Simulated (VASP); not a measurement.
Set up this calculation in VASP 6.6.1, as the native input.

* Task: relaxation of cell and atoms
* Functional: PBE
* Potentials or basis: VASP PAW PBE potentials, release 64 (Si, C)
* Cutoff: 600 eV
* k mesh: 6 × 6 × 4
* Occupations: gaussian, width 0.1 eV
* Spin: no spin polarisation
* Dipole correction: no
* Further INCAR settings: ALGO = Normal; EDIFF = 1e-07; IBRION = 2; EDIFFG = -0.04; NSW = 90; ISIF = 3

The structure of Si2C lies in POSCAR:

```
Si2C
1.0
    2.7309466400      0.0000000000      0.0000000000
   -1.3654733200      2.3650691600      0.0000000000
    0.0000000000      0.0000000000      6.6894257700
Si C
2 1
Direct
    0.6666666700      0.3333333300      0.8333333300
    0.3333333300      0.6666666700      0.1666666700
    0.0000000000      0.0000000000      0.5000000000
```

One way to write it, as run:

INCAR

```
SYSTEM = Si2C
ALGO     = Normal         ! electronic algorithm
EDIFF    = 1E-7           ! SCF threshold, eV
EDIFFG   = -0.04          ! ionic threshold
ENCUT    = 600            ! plane-wave cutoff, eV
GGA      = PE             ! functional
IBRION   = 2              ! ionic algorithm
ISIF     = 3              ! what is computed and relaxed
ISMEAR   = 0              ! smearing method
LASPH    = .TRUE.         ! aspherical terms in the spheres
LCHARG   = .FALSE.        ! write CHGCAR
LREAL    = .FALSE.        ! projectors in reciprocal space
LWAVE    = .FALSE.        ! write WAVECAR
NELM     = 60             ! most SCF steps
NSW      = 90             ! ionic steps
PREC     = Accurate       ! precision mode
SIGMA    = 0.1            ! smearing width, eV
```

KPOINTS

```
k-points
0
G
  6 6 4
  0 0 0
```

Potentials or basis: VASP PAW PBE potentials, release 64 (Si, C).

Command:

```bash
$ cat potpaw_PBE.64/Si/POTCAR potpaw_PBE.64/C/POTCAR > POTCAR
$ mpirun -np 1 vasp_std > vasp.out
```

It gave:

```
Relaxed volume                        : 10.78 Å³/atom
Relaxed cell                          : a = 2.965 Å, b = 2.965 Å, c = 4.249 Å, α = 90.00°, β = 90.00°, γ = 120.00°
Space group after relaxing (to 0.1 Å) : P-3m1 (No. 164)
Pressure after relaxing               : 0.0 GPa
Largest force after relaxing          : 0.008 eV/Å
Band gap on the k mesh                : zero (bands 6 and 7 overlap by 6.05 eV)
```

Caveat: the k points lie up to 0.41 Å⁻¹ apart in the final cell, too coarse for converged energies and pressures of a metal; the volume moved by over 15 % at a fixed basis, so the end points are rough.

Wall time 6 min on 1 thread of Intel Xeon 8259CL, with other jobs on the host, peak memory 0.19 GiB.
